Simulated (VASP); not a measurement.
## FeSi: single point with PBEsol

FeSi:

```
Fe Si
1.0
     4.35880    0.00000    0.00000
     0.00000    4.35880    0.00000
     0.00000    0.00000    4.35880
Fe Si
4 4
Direct
  0.13809 0.13809 0.13809
  0.36191 0.86191 0.63809
  0.63809 0.36191 0.86191
  0.86191 0.63809 0.36191
  0.84156 0.84156 0.84156
  0.65844 0.15844 0.34156
  0.34156 0.65844 0.15844
  0.15844 0.34156 0.65844
```

This cell differs from its parent crystal: volume scaled by 0.97, then relaxed in part.

- Program: VASP 6.6.1
- Task: single point
- Functional: PBEsol
- Potentials or basis: VASP PAW PBE potentials, release 64 (Fe, Si)
- Cutoff: 520 eV
- k mesh: 8 × 8 × 8
- Occupations: gaussian, width 0.01 eV
- Spin: no spin polarisation
- Dipole correction: no
- Further INCAR settings: ALGO = Normal; EDIFF = 1e-06; NBANDS = 34

```json
{
  "Pressure": "8.6 GPa",
  "Largest force": "0.049 eV/Å",
  "Band gap on the k mesh": "0.14 eV, indirect (least direct gap 0.16 eV)"
}
```

Forces on the atoms (eV/Å):
```
Fe   0.028  0.028  0.028
Fe  -0.028 -0.028  0.028
Fe   0.028 -0.028 -0.028
Fe  -0.028  0.028 -0.028
Si   0.002  0.002  0.002
Si  -0.002 -0.002  0.002
Si   0.002 -0.002 -0.002
Si  -0.002  0.002 -0.002
```

Levels at points of the mesh, in eV from the valence-band top:
```tsv
k point	band 22	band 23	band 24	band 25	band 26	band 27
(0.00, 0.00, 0.00)	-0.31	-0.05	-0.05	0.71	0.71	0.71
(0.50, 0.00, 0.00)	-0.42	-0.01	-0.01	0.18	0.18	1.84
(0.50, 0.50, 0.00)	-1.10	-0.39	-0.39	0.67	0.67	1.41
(0.50, 0.50, 0.50)	-0.73	-0.73	-0.73	0.51	0.51	0.51
```

It took 39 s on 1 thread of Intel(R) Xeon(R) 6975P-C (Granite Rapids), with other jobs on the host, peak memory 0.23 GiB.

Caveat: the PAW data sets were made with another functional, which shifts forces and pressure a little. Spin polarisation is off, so any magnetic state and its effect on volume and gap are missing.
